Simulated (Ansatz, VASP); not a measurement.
**Al3Ga2As5 in VASP and in Ansatz**

INCAR

```
SYSTEM = Al3Ga2As5
PREC = Accurate ; ENCUT = 520
EDIFF = 1E-7 ; ISMEAR = 0
SIGMA = 0.1 ; LREAL = .False.
LASPH = .True. ; NELM = 100
ALGO = Normal ; ISIF = 2
LWAVE = .False. ; LCHARG = .False.
GGA = PE ; NBANDS = 41
```

File KPOINTS:

```
Automatic mesh
0
Gamma
  6 6 6
  0 0 0
```

POSCAR

```
Al3Ga2As5
1.0
   -1.9299083400      9.6495416900      2.7293025500
    1.9299083400     -9.6495416900      2.7293025500
    1.9299083400      9.6495416900     -2.7293025500
Al Ga As
3 2 5
Direct
    0.0000000000      0.0000000000      0.0000000000
    0.8000000000      0.0000000000      0.8000000000
    0.2000000000      0.0000000000      0.2000000000
    0.6000000000      0.0000000000      0.6000000000
    0.4000000000      0.0000000000      0.4000000000
    0.3500000000      0.2500000000      0.1000000000
    0.7500000000      0.2500000000      0.5000000000
    0.1500000000      0.2500000000      0.9000000000
    0.5500000000      0.2500000000      0.3000000000
    0.9500000000      0.2500000000      0.7000000000
```

Input for Ansatz:

```yaml
crystal:
  lattice:
    - [-1.92990834, 9.64954169, 2.72930255]
    - [1.92990834, -9.64954169, 2.72930255]
    - [1.92990834, 9.64954169, -2.72930255]
  atoms:
    - { symbol: Al, position: [0.0, 0.0, 0.0] }
    - { symbol: Al, position: [0.8, 0.0, 0.8] }
    - { symbol: Al, position: [0.2, 0.0, 0.2] }
    - { symbol: Ga, position: [0.6, 0.0, 0.6] }
    - { symbol: Ga, position: [0.4, 0.0, 0.4] }
    - { symbol: As, position: [0.35, 0.25, 0.1] }
    - { symbol: As, position: [0.75, 0.25, 0.5] }
    - { symbol: As, position: [0.15, 0.25, 0.9] }
    - { symbol: As, position: [0.55, 0.25, 0.3] }
    - { symbol: As, position: [0.95, 0.25, 0.7] }
basis:
  ecutwfc: 420
kpoints:
  mp_grid: { grid: [6, 6, 6] }
hamiltonian:
  xc: pbe
scf:
  occupations: { method: gaussian, width: 0.1 }
  lower_state_search: "off"
output:
  forces: true
  stress: true
  eigenvalues: true
```

Alike in both runs: task single point; functional PBE; k mesh 6 × 6 × 6; occupations gaussian, width 0.1 eV; no spin polarisation.

|  | VASP | Ansatz |
| --- | --- | --- |
| version | VASP 6.6.1 | Ansatz 0.2.0 |
| potentials or method | VASP PAW PBE potentials, release 64 (Al, Ga_d, As), cutoff 520 eV | scalar-relativistic, plane waves, PAW |
| valence electrons in the cell | 60 | 110 |

```csv
,VASP,Ansatz,Ansatz less VASP
gap on the k mesh at the Fermi level (eV),1.22,1.23,+0.012
least direct gap on the mesh (eV),1.32,1.34,+0.011
pressure (GPa),13.6,13.3,-0.29
"traceless stress, the component that is largest in VASP (GPa)",0.09,0.09,0.000
rms of the force components (eV/Å),0.035,0.035,-0.0001
```

Atom by atom the forces differ by 0.000 eV/Å (rms over components). The functional is the same, so the differences come from potentials, cutoffs and numerics. VASP's potentials hold 60 valence electrons a cell and Ansatz's 110, so a difference there can come from the potentials and not from the codes.
